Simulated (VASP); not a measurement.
A run of VASP 6.6.1:

File INCAR:

```
SYSTEM = SrMg3
  ALGO = Normal
  EDIFF = 1E-7
  ENCUT = 520
  ISIF = 2
  ISMEAR = 0
  LASPH = .True.
  LCHARG = .False.
  LREAL = .False.
  LWAVE = .False.
  NBANDS = 16
  NELM = 60
  PREC = Accurate
  SIGMA = 0.1
```

KPOINTS

```
k-points
0
Gamma
  5 5 5
  0 0 0
```

POSCAR

```
SrMg3
1.0
    4.8300894197      0.0000000000      0.0000000000
    0.0000000000      4.8300894197      0.0000000000
    0.0000000000      0.0000000000      4.8300894197
Sr Mg
1 3
Direct
    0.0000000000      0.0000000000      0.0000000000
    0.5000000000      0.5000000000      0.0000000000
    0.5000000000      0.0000000000      0.5000000000
    0.0000000000      0.5000000000      0.5000000000
```

Potentials or basis: VASP PAW LDA potentials, release 64 (Sr_sv, Mg).

Launch:

```console
$ cat potpaw_LDA.64/Sr_sv/POTCAR potpaw_LDA.64/Mg/POTCAR > POTCAR
$ mpirun -np 1 vasp_std > vasp.out
```

Hardware: 1 thread of Intel Xeon 8259CL (shared host).

Question: Estimate the wall time of this run.

Answer: Wall time 21 s on 1 thread of Intel Xeon 8259CL (shared host), peak memory 0.18 GiB. Counts: scf iterations 13, k points 10.
